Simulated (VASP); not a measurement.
# Ni in VASP: notebook

Ni is run at these levels: PBE; tasks: single point.

Everything below comes from runs of VASP 6.6.1. Logs are shortened: lines on timing, memory, paths and dates and some standing lists are left out, and cuts for length are marked.

**1. The cell of the first run**

The cell holds a slab with vacuum, 4 atoms: a = 2.488 Å, b = 2.488 Å, c = 23.094 Å, α = 90.00°, β = 90.00°, γ = 120.00°.

**2. Single point, PBE, collinear spin, ferromagnetic start**

INCAR

```
SYSTEM = Ni
  ALGO = Normal
  DIPOL = 0.5 0.5 0.499
  EDIFF = 1E-6
  ENCUT = 520
  GGA = PE
  IDIPOL = 3
  ISIF = 2
  ISMEAR = 0
  ISPIN = 2
  LASPH = .True.
  LCHARG = .True.
  LDIPOL = .True.
  LELF = .True.
  LMAXMIX = 4
  LORBIT = 11
  LREAL = .False.
  LVACPOTAV = .True.
  LVHAR = .True.
  LWAVE = .False.
  MAGMOM = 0.75 0.75 0.75 0.75
  NBANDS = 32
  NELM = 150
  PREC = Accurate
  SIGMA = 0.1
```

KPOINTS

```
k-points
0
Gamma
  12 12 1
  0 0 0
```

POSCAR

```
Ni
1.0
    2.4879380992      0.0000000000      0.0000000000
   -1.2439690496      2.1546175970      0.0000000000
    0.0000000000      0.0000000000     23.0941788548
Ni
4
Direct
    0.6666666667      0.3333333333      0.3680581177
    0.3333333333      0.6666666667      0.4560193726
    0.0000000000      0.0000000000      0.5434222970
    0.6666666667      0.3333333333      0.6302235191
```

Potentials or basis: VASP PAW PBE potentials, release 64 (Ni).

Started as:

```bash
> cat potpaw_PBE.64/Ni/POTCAR > POTCAR
> mpirun -np 1 vasp_std > vasp.out
```

OUTCAR:

```text
SYSTEM = Ni
   EDIFF = 1E-6
   ENCUT = 520
   GGA = PE
   ISIF = 2
   ISMEAR = 0
   ISPIN = 2
   LASPH = .True.
   LORBIT = 11
   LREAL = .False.
   NELM = 150
   PREC = Accurate

 ion  position               nearest neighbor table
   1  0.667  0.333  0.368-   2 2.49   2 2.49   2 2.49
   2  0.333  0.667  0.456-   3 2.48   3 2.48   3 2.48   1 2.49   1 2.49   1 2.49
   3  0.000  0.000  0.543-   4 2.47   4 2.47   4 2.47   2 2.48   2 2.48   2 2.48
   4  0.667  0.333  0.630-   3 2.47   3 2.47   3 2.47

  LATTYP: Found a hexagonal cell.
 ALAT       =     2.4879380992
 C/A-ratio  =     9.2824571730

  Lattice vectors:

 A1 = (   2.4879380992,   0.0000000000,   0.0000000000)
 A2 = (  -1.2439690496,   2.1546175970,   0.0000000000)
 A3 = (   0.0000000000,   0.0000000000,  23.0941788548)

Analysis of symmetry for initial positions (statically):
=====================================================================
 Subroutine PRICEL returns:
 Original cell was already a primitive cell.

 Routine SETGRP: Setting up the symmetry group for a
 hexagonal supercell.

 Subroutine GETGRP returns: Found  6 space group operations
 (whereof  6 operations were pure point group operations)
 out of a pool of 24 trial point group operations.

The static configuration has the point symmetry C_3v.

Analysis of symmetry for dynamics (positions and initial velocities):
=====================================================================
 Subroutine PRICEL returns:
 Original cell was already a primitive cell.

 Routine SETGRP: Setting up the symmetry group for a
 hexagonal supercell.

 Subroutine GETGRP returns: Found  6 space group operations
 (whereof  6 operations were pure point group operations)
 out of a pool of 24 trial point group operations.

The dynamic configuration has the point symmetry C_3v.

Analysis of structural, dynamic, and magnetic symmetry:
=====================================================================
 Subroutine PRICEL returns:
 Original cell was already a primitive cell.

 Routine SETGRP: Setting up the symmetry group for a
 hexagonal supercell.

 Subroutine GETGRP returns: Found  6 space group operations
 (whereof  6 operations were pure point group operations)
 out of a pool of 24 trial point group operations.

The overall configuration has the point symmetry C_3v.

 Subroutine INISYM returns: Found  6 space group operations
 (whereof  6 operations are pure point group operations),
 and found     1 'primitive' translations

[... 124 lines left out ...]
 Gauss-broadening in eV      SIGMA  =   0.10
  energy-cutoff  :      520.00
  volume of cell :      123.80
 maximum number of plane-waves:      3362
 NGX is ok and might be reduce to    20
   NGX =  9   NGY =  9   NGZ = 85

 dipolmoment           0.000000      0.000000      0.000016 electrons x Angstroem

 number of electron      39.9999999 magnetization       2.6532960

 dipolmoment           0.000000      0.000000     -0.000181 electrons x Angstroem

 Free energy of the ion-electron system (eV)
  ---------------------------------------------------
  ext. energy  EPLUGINS =         0.00000000
  ---------------------------------------------------
  free energy    TOTEN  =       -20.60683212 eV

  energy without entropy =      -20.56819361  energy(sigma->0) =      -20.58751287

 E-fermi :   0.0818     XC(G=0):  -5.4691

 val. band max:        0.0784132300   @ k =   0.1667   0.1667   0.0000
 cond. band min:       0.0853150040   @ k =   0.5000   0.0000   0.0000
 fundamental gap:      0.0069017739
 Fermi energy:         0.0818221322

 spin component 1

 k-point     1 :       0.0000    0.0000    0.0000
  band No.  band energies     occupation
      1      -8.4818      1.00000
      2      -7.1055      1.00000
      3      -5.4593      1.00000
      4      -4.7996      1.00000
      5      -2.4923      1.00000
      6      -2.4144      1.00000
[... 654 lines left out ...]
     31      11.5128      0.00000
     32      11.5454      0.00000
 Fermi energy:         0.0818221322

 spin component 2

 k-point     1 :       0.0000    0.0000    0.0000
  band No.  band energies     occupation
      1      -8.5189      1.00000
      2      -7.1360      1.00000
      3      -5.3854      1.00000
      4      -4.4301      1.00000
      5      -1.8015      1.00000
      6      -1.6953      1.00000
[... 654 lines left out ...]
     31      11.6040      0.00000
     32      11.6377      0.00000

------------------------ aborting loop because EDIFF is reached ----------------------------------------

  FORCE on cell =-STRESS in cart. coord.  units (eV):
  Direction    XX          YY          ZZ          XY          YZ          ZX
  --------------------------------------------------------------------------------------
  -------------------------------------------------------------------------------------
  Total       -1.4667406     -1.4667406     -0.2857589      0.0000000      0.0000000      0.0000000
  in kB      -18.9824213    -18.9824213     -3.6982655      0.0000000      0.0000000      0.0000000
  external PRESSURE =     -13.8877027 kB  Pullay stress =       0.0000000 kB

 VOLUME and BASIS-vectors are now :
 -----------------------------------------------------------------------------
  energy-cutoff  :      520.00
  volume of cell :      123.80
      direct lattice vectors                 reciprocal lattice vectors
     2.487938099  0.000000000  0.000000000     0.401939261  0.232059740  0.000000000
    -1.243969050  2.154617597  0.000000000     0.000000000  0.464119481  0.000000000
     0.000000000  0.000000000 23.094178855     0.000000000  0.000000000  0.043300955

 POSITION                                       TOTAL-FORCE (eV/Angst)
 -----------------------------------------------------------------------------------
      1.24397      0.71821      8.50000        -0.000000     -0.000000      0.140244
     -0.00000      1.43641     10.53139         0.000000      0.000000     -0.139969
      0.00000      0.00000     12.54989         0.000000      0.000000     -0.002490
      1.24397      0.71821     14.55449        -0.000000      0.000000      0.002215
 -----------------------------------------------------------------------------------
    total drift:                               -0.000001      0.000001     -0.000445

  FREE ENERGIE OF THE ION-ELECTRON SYSTEM (eV)
  ---------------------------------------------------
  free  energy   TOTEN  =       -20.6068321239 eV

  energy  without entropy=      -20.5681936147  energy(sigma->0) =      -20.58751287

 vacuum level on the upper side and lower side of the slab         5.127         5.134

 total charge

# of ion       s       p       d       tot
------------------------------------------
    1        0.488   0.379   8.307   9.174
    2        0.495   0.498   8.311   9.304
    3        0.498   0.504   8.314   9.315
    4        0.491   0.385   8.309   9.186
--------------------------------------------------
tot          1.972   1.766  33.241  36.979

 magnetization (x)

# of ion       s       p       d       tot
------------------------------------------
    1       -0.008  -0.026   0.685   0.652
    2       -0.007  -0.027   0.737   0.704
    3       -0.007  -0.026   0.737   0.704
    4       -0.008  -0.026   0.690   0.657
--------------------------------------------------
tot         -0.028  -0.104   2.849   2.717
```

OSZICAR:

```text
N       E                     dE             d eps       ncg     rms          rms(c)
DAV:   1     0.271389514580E+03    0.27139E+03   -0.17419E+04  2432   0.132E+03
DAV:   2    -0.623932706481E+01   -0.27763E+03   -0.26268E+03  2480   0.289E+02
DAV:   3    -0.241560957704E+02   -0.17917E+02   -0.17443E+02  2840   0.102E+02
[... 37 lines left out ...]
DAV:  41    -0.206068117921E+02   -0.30954E-04   -0.19354E-06  1928   0.167E-02    0.574E-03
DAV:  42    -0.206068234429E+02   -0.11651E-04   -0.33920E-07  1912   0.500E-03    0.354E-03
DAV:  43    -0.206068278784E+02   -0.44354E-05   -0.15650E-07  1864   0.294E-03    0.268E-03
DAV:  44    -0.206068312802E+02   -0.34019E-05   -0.18246E-07  1848   0.329E-03    0.334E-03
DAV:  45    -0.206068321239E+02   -0.84366E-06   -0.10801E-07  1800   0.406E-03
   1 F= -.20606832E+02 E0= -.20587513E+02  d E =-.386385E-01  mag=     2.6533
```

It took 5.2 min on 1 thread of Intel Xeon 6975P-C (Granite Rapids), shared host; peak memory 0.36 GiB.

What came out:

- Free energy: -20.6068 eV
- Largest force: 0.140 eV/Å
- Net moment: 2.65 μB per cell
- Site moments: Ni +0.65, +0.70, +0.66 (each value once) μB
- Valence electrons inside the program's atomic spheres: Ni 9.17, 9.30, 9.31, 9.19

Forces on the atoms (eV/Å):
```
Ni   0.000  0.000  0.140
Ni   0.000  0.000 -0.140
Ni   0.000  0.000 -0.002
Ni   0.000  0.000  0.002
```

Levels at points of the mesh, in eV from the Fermi level:
Spin up:
| k point | band 19 | band 20 | band 21 | band 22 | band 23 | band 24 |
| --- | --- | --- | --- | --- | --- | --- |
| (0.00, 0.00, 0.00) | -1.16 | -0.76 | -0.76 | -0.64 | -0.62 | -0.62 |
| (0.50, 0.00, 0.00) | -0.40 | -0.38 | 0.64 | 1.85 | 2.51 | 2.61 |
Spin down:
```tsv
k point	band 16	band 17	band 18	band 19	band 20	band 21
(0.00, 0.00, 0.00)	-0.66	-0.66	-0.47	-0.47	-0.43	-0.08
(0.50, 0.00, 0.00)	0.01	0.17	0.28	0.41	0.44	0.84
```

(Part 1 of 2 ends here.)
